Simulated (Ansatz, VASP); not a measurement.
Two plane-wave programs on Co

File INCAR:

```
  PREC = Accurate
  ENCUT = 520
  EDIFF = 1E-7
  ISMEAR = -1
  SIGMA = 0.05
  LREAL = F
  LASPH = T
  NELM = 150
  ALGO = Normal
  ISIF = 2
  LWAVE = F
  LCHARG = F
  ISPIN = 2
  MAGMOM = 1.546
  LORBIT = 11
  LMAXMIX = 4
  GGA = CA
  NBANDS = 14
```

Contents of KPOINTS:

```
Automatic mesh
0
Gamma
  16 16 16
```

POSCAR

```
Co
1.0
    2.3418951886      0.0000000000      0.0000000000
    0.0000000000      2.3418951886      0.0000000000
    0.0000000000      0.0000000000      2.3418951886
Co
1
Direct
    0.0000000000      0.0000000000      0.0000000000
```

Input for Ansatz:

```yaml
crystal:
  lattice:
    - [2.3418951886, 0.0, 0.0]
    - [0.0, 2.3418951886, 0.0]
    - [0.0, 0.0, 2.3418951886]
  atoms:
    - { symbol: Co, position: [0.0, 0.0, 0.0], spin: 1.546 }
hamiltonian:
  xc: lda
  pseudopotentials:
    kind: paw
    azcp:
      Co: "pseudopotentials/Co.paw.azcp"
basis:
  ecutwfc: 420
  fft_grid_basis: typed
kpoints:
  mp_grid: { grid: [16, 16, 16], shift: [0, 0, 0] }
magnetization:
  spin_polarized: true
scf:
  occupations: { method: fermi_dirac, width: 0.05 }
  lower_state_search: "off"
output:
  stress: true
```

Alike in both runs: task single point; functional LDA; k mesh 16 × 16 × 16; occupations fermi-dirac, width 0.05 eV; collinear spin.

|  | VASP | Ansatz |
| --- | --- | --- |
| version | VASP 6.6.1 | Ansatz 0.2.0 |
| potentials or method | VASP PAW LDA potentials, release 64 (Co), cutoff 520 eV | plane waves (420 eV) with PAW, scalar-relativistic |
| valence electrons in the cell | 9 | 17 |

Ansatz gave:

* pressure (GPa): -15.3
* net moment per atom (μB): 1.79
* size of the moment on the site where the two differ most (μB): 1.79

What did VASP give for the same quantities?

Pressure (GPa): -16.6; net moment per atom (μB): 1.71; size of the moment on the site where the two differ most (μB): 1.71.

Ansatz warns that its potentials were made for another functional, while VASP's fit it. LDA's correlation is that of Perdew and Zunger in VASP and of Perdew and Wang (1992) in Ansatz. Site moments also hang on the region over which each program counts them. VASP's potentials hold 9 valence electrons a cell and Ansatz's 17, so a difference there can come from the potentials and not from the codes.
